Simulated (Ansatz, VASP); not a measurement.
## HfB2: VASP beside Ansatz

```
Hf B
1.0
     3.12783    0.00000    0.00000
    -1.56391    2.70878    0.00000
     0.00000    0.00000    3.44561
Hf B
1 2
Cartesian
  0.0000 0.0000 0.0000
  0.0000 1.8059 1.7228
  1.5639 0.9029 1.7228
```

Alike in both runs: functional PBEsol; k mesh 16 × 16 × 13; occupations gaussian, width 0.1 eV; no spin polarisation.

Ansatz relaxed the structure, and its values are those at the end. VASP's run is a single point on that final structure, the one shown.

```csv
,VASP,Ansatz
version,VASP 6.6.1,Ansatz 0.2.0
potentials or method,"VASP PAW PBE potentials, release 64 (Hf_pv, B), cutoff 520 eV","plane waves, PAW"
valence electrons in the cell,16,32
```

```csv
,VASP,Ansatz,Ansatz less VASP
pressure (GPa),0.0,0.0,+0.03
```

VASP's potentials were made for PBE, not for PBEsol. VASP's potentials hold 16 valence electrons a cell and Ansatz's 32, so a difference there can come from the potentials and not from the codes.

Spin-orbit coupling is off throughout.
